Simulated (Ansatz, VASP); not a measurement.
## One calculation of AlCo, two programs

```
Co Al
1.0
     2.81940    0.00000    0.00000
     0.00000    2.81940    0.00000
     0.00000    0.00000    2.81940
Co Al
1 1
Cartesian
  1.4097 1.4097 1.4097
  0.0000 0.0000 0.0000
```

Alike in both runs: task single point; functional PBEsol; k mesh 9 × 9 × 9; occupations fermi-dirac, width 0.05 eV; no spin polarisation.

```csv
,VASP,Ansatz
version,VASP 6.6.1,Ansatz 0.2.0
potentials or method,"VASP PAW PBE potentials, release 64 (Co, Al), cutoff 520 eV","all-electron LAPW, scalar-relativistic"
```

Ansatz gave:

- gap on the k mesh at the Fermi level (eV): none
- pressure (GPa): 0.6

Task: What did VASP give for the same quantities?

Result: gap on the k mesh at the Fermi level (eV): none; pressure (GPa): 0.8.

VASP's potentials were made for PBE, not for PBEsol. A gap of «none» marks a metal or a gap that the smearing closes. Ansatz ran all-electron here, and VASP with PAW potentials.
